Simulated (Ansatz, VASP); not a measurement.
## Ga3Se in VASP and in Ansatz

```
Se Ga
1.0
     4.60976    0.00000    0.00000
     0.00000    4.60976    0.00000
     0.00000    0.00000    4.43246
Se Ga
1 3
Direct
  0.00000 0.00000 0.00000
  0.50000 0.50000 0.00000
  0.50000 0.00000 0.50000
  0.00000 0.50000 0.50000
```

Alike in both runs: functional PBE; k mesh 5 × 5 × 5; occupations fermi-dirac, width 0.05 eV; no spin polarisation.

|  | VASP | Ansatz |
| --- | --- | --- |
| version | VASP 6.6.1 | Ansatz 0.2.0 |
| potentials or method | VASP PAW PBE potentials, release 64 (Se, Ga_d) | Ansatz PAW |
| plane-wave cutoff (eV) | 520 | 420 |
| valence electrons in the cell | 45 | 55 |
| task | single point | band structure |

```csv
,VASP,Ansatz,Ansatz less VASP
gap on the k mesh at the Fermi level (eV),none,none,-
pressure (GPa),-2.6,-2.6,-0.03
"traceless stress, the component that is largest in VASP (GPa)",-0.17,-0.17,-0.005
```

A gap of «none» marks a metal or a gap that the smearing closes. With one functional, cell and mesh, what is left measures potentials, basis and numerics. VASP's potentials hold 45 valence electrons a cell and Ansatz's 55, so a difference there can come from the potentials and not from the codes.
